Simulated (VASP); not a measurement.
# SnTe (F-43m) in VASP: further runs, part 2 of 2

VASP 6.6.1.

**4. Single point, LDA**

This run uses another cell than the first one, of 30.32 Å³/atom, 1.181 times its volume.

File INCAR:

```
SYSTEM = SnTe
  ALGO = Normal
  EDIFF = 1E-6
  ENCUT = 520
  ISIF = 2
  ISMEAR = -1
  LASPH = .TRUE.
  LCHARG = .FALSE.
  LREAL = .FALSE.
  LWAVE = .FALSE.
  NBANDS = 17
  NELM = 60
  PREC = Accurate
  SIGMA = 0.05
```

File KPOINTS:

```
k-points
0
G
  6 6 6
  0 0 0
```

File POSCAR:

```
SnTe
1.0
    0.0000000000      3.1181731320      3.1181731320
    3.1181731320      0.0000000000      3.1181731320
    3.1181731320      3.1181731320      0.0000000000
Sn Te
1 1
Direct
    0.0000000000      0.0000000000      0.0000000000
    0.7500000000      0.7500000000      0.7500000000
```

Run with:

```bash
> cat potpaw_LDA.64/Sn_d/POTCAR potpaw_LDA.64/Te/POTCAR > POTCAR
> mpirun -np 1 vasp_std > vasp.out
```

Run time: 6.1 s. Hardware: 1 thread of Intel Xeon 6975P-C (Granite Rapids), shared host; peak memory 0.17 GiB.

The run converged. Its results:

* Free energy: -6.8594 eV
* Pressure: 20.0 GPa
* Band gap on the k mesh: zero (band 10 reaches 7.74 eV, above the bottom of band 11 at 6.60 eV)

Levels at points of the mesh, in eV from the Fermi level:
| k point | band 6 | band 7 | band 8 | band 9 | band 10 | band 11 | band 12 | band 13 | band 14 | band 15 |
| --- | --- | --- | --- | --- | --- | --- | --- | --- | --- | --- |
| (0.00, 0.00, 0.00) | -14.64 | -3.75 | -3.09 | -3.09 | -3.09 | 0.38 | 0.38 | 0.38 | 3.74 | 6.41 |
| (0.50, 0.00, 0.00) | -13.34 | -9.03 | -4.07 | -4.07 | -2.45 | 1.40 | 1.40 | 4.19 | 6.06 | 7.32 |
| (0.50, 0.50, 0.00) | -12.74 | -9.48 | -5.27 | -5.27 | -1.27 | -1.12 | 5.65 | 5.65 | 6.54 | 8.36 |

Caveat: spin-orbit coupling is left out, which moves the levels of the heavy elements.

**5. Single point, LDA**

This run uses another cell than the first one, of 34.39 Å³/atom, 1.339 times its volume.

File INCAR:

```
ALGO = Normal
EDIFF = 1E-6
ENCUT = 520
GGA = CA
ISIF = 2
ISMEAR = -1
LASPH = True
LCHARG = False
LREAL = False
LWAVE = False
NBANDS = 17
NELM = 60
PREC = Accurate
SIGMA = 0.05
```

File KPOINTS:

```
k-points
0
Gamma
  6 6 6
```

File POSCAR:

```
SnTe
1.0
    0.0000000000      3.2519395232      3.2519395232
    3.2519395232      0.0000000000      3.2519395232
    3.2519395232      3.2519395232      0.0000000000
Sn Te
1 1
Direct
    0.0000000000      0.0000000000      0.0000000000
    0.7500000000      0.7500000000      0.7500000000
```

Potentials or basis: VASP PAW LDA potentials, release 64 (Sn_d, Te).

Run with:

```bash
> cat potpaw_LDA.64/Sn_d/POTCAR potpaw_LDA.64/Te/POTCAR > POTCAR
> mpirun -np 1 vasp_std > vasp.out
```

OUTCAR:

```text
EDIFF = 1E-6
   ENCUT = 520
   GGA = CA
   ISIF = 2
   ISMEAR = -1
   LASPH = True
   LREAL = False
   NELM = 60
   PREC = Accurate

 ion  position               nearest neighbor table
   1  0.000  0.000  0.000-   2 2.82   2 2.82   2 2.82   2 2.82
   2  0.750  0.750  0.750-   1 2.82   1 2.82   1 2.82   1 2.82

  LATTYP: Found a face centered cubic cell.
 ALAT       =     6.5038790464

  Lattice vectors:

[... 494 lines left out ...]
     17      14.5317      0.00000

------------------------ aborting loop because EDIFF is reached ----------------------------------------

  FORCE on cell =-STRESS in cart. coord.  units (eV):
  Direction    XX          YY          ZZ          XY          YZ          ZX
  --------------------------------------------------------------------------------------
  -------------------------------------------------------------------------------------
  Total        4.3121501      4.3121501      4.3121501      0.0000000     -0.0000000     -0.0000000
  in kB      100.4493363    100.4493363    100.4493363      0.0000000     -0.0000000     -0.0000000
  external PRESSURE =     100.4493363 kB  Pullay stress =       0.0000000 kB

 VOLUME and BASIS-vectors are now :
 -----------------------------------------------------------------------------
  energy-cutoff  :      520.00
  volume of cell :       68.78
      direct lattice vectors                 reciprocal lattice vectors
     0.000000000  3.251939523  3.251939523    -0.153754397  0.153754397  0.153754397
     3.251939523  0.000000000  3.251939523     0.153754397 -0.153754397  0.153754397
     3.251939523  3.251939523  0.000000000     0.153754397  0.153754397 -0.153754397

 POSITION                                       TOTAL-FORCE (eV/Angst)
 -----------------------------------------------------------------------------------
      0.00000      0.00000      0.00000        -0.000000     -0.000000     -0.000000
      4.87791      4.87791      4.87791         0.000000      0.000000      0.000000
 -----------------------------------------------------------------------------------
    total drift:                                0.000000      0.000000      0.000000

  FREE ENERGIE OF THE ION-ELECTRON SYSTEM (eV)
  ---------------------------------------------------
  free  energy   TOTEN  =        -7.6030287807 eV

  energy  without entropy=       -7.5931695158  energy(sigma->0) =       -7.59809915
```

It took 6.5 s on 1 thread of Intel Xeon 6975P-C (Granite Rapids), shared host; peak memory 0.18 GiB.

What came out:

```
Free energy            : -7.6030 eV
Pressure               : 10.0 GPa
Band gap on the k mesh : zero (band 10 reaches 6.13 eV, above the bottom of band 11 at 5.41 eV)
```

Caveat: spin-orbit coupling is left out, which moves the levels of the heavy elements.

**6. Single point, LDA**

This run uses another cell than the first one, of 42.93 Å³/atom, 1.672 times its volume.

File INCAR:

```
ALGO = Normal
EDIFF = 1E-7
ENCUT = 520
GGA = CA
ISIF = 2
ISMEAR = -1
LASPH = True
LCHARG = False
LREAL = False
LWAVE = False
NBANDS = 17
NELM = 80
PREC = Accurate
SIGMA = 0.05
```

KPOINTS is that of step 5.

File POSCAR:

```
SnTe
1.0
    0.0000000000      3.5014751032      3.5014751032
    3.5014751032      0.0000000000      3.5014751032
    3.5014751032      3.5014751032      0.0000000000
Sn Te
1 1
Direct
    0.0000000000      0.0000000000      0.0000000000
    0.7500000000      0.7500000000      0.7500000000
```

Potentials or basis: VASP PAW LDA potentials, release 64 (Sn_d, Te).

Run with:

```bash
> cat potpaw_LDA.64/Sn_d/POTCAR potpaw_LDA.64/Te/POTCAR > POTCAR
> mpirun -np 1 vasp_std > vasp.out
```

Run time: 11 s. Hardware: 1 thread of Intel Xeon 6975P-C (Granite Rapids), shared host; peak memory 0.19 GiB.

The run converged. Its results:

| Item | Value |
| --- | --- |
| Free energy | -8.0533 eV |
| Pressure | 0.1 GPa |
| Band gap on the k mesh | zero (band 10 reaches 3.64 eV, above the bottom of band 11 at 3.61 eV) |

Levels at points of the mesh, in eV from the Fermi level:
```csv
k point,band 8,band 9,band 10,band 11,band 12,band 13
"(0.00, 0.00, 0.00)",-2.07,-2.07,-2.07,0.97,0.97,0.97
"(0.50, 0.00, 0.00)",-2.67,-2.67,-2.14,1.82,1.82,3.74
"(0.50, 0.50, 0.00)",-3.43,-3.43,-0.70,-0.08,4.25,4.25
```

Caveat: spin-orbit coupling is left out, which moves the levels of the heavy elements.

**7. The runs side by side**

```csv
cell,gap on the mesh (eV),pressure (GPa)
"a = 4.172 Å, angles 60.0°, 2 atoms",none,40.0
"a = 4.276 Å, angles 60.0°, 2 atoms",none,30.0
"a = 4.410 Å, angles 60.0°, 2 atoms",none,20.0
"a = 4.599 Å, angles 60.0°, 2 atoms",none,10.0
"a = 4.952 Å, angles 60.0°, 2 atoms",none,0.1
```

Alike in all rows: task single point; level LDA; potentials or basis VASP PAW LDA potentials, release 64 (Sn_d, Te); no spin polarisation; k mesh 6 × 6 × 6; cutoff (eV) 520; smearing fermi-dirac 0.05 eV.

Caveats: spin-orbit coupling is left out, which moves the levels of the heavy elements.

Total energies depend on the potentials used, so only differences within one code and one set of settings carry meaning.
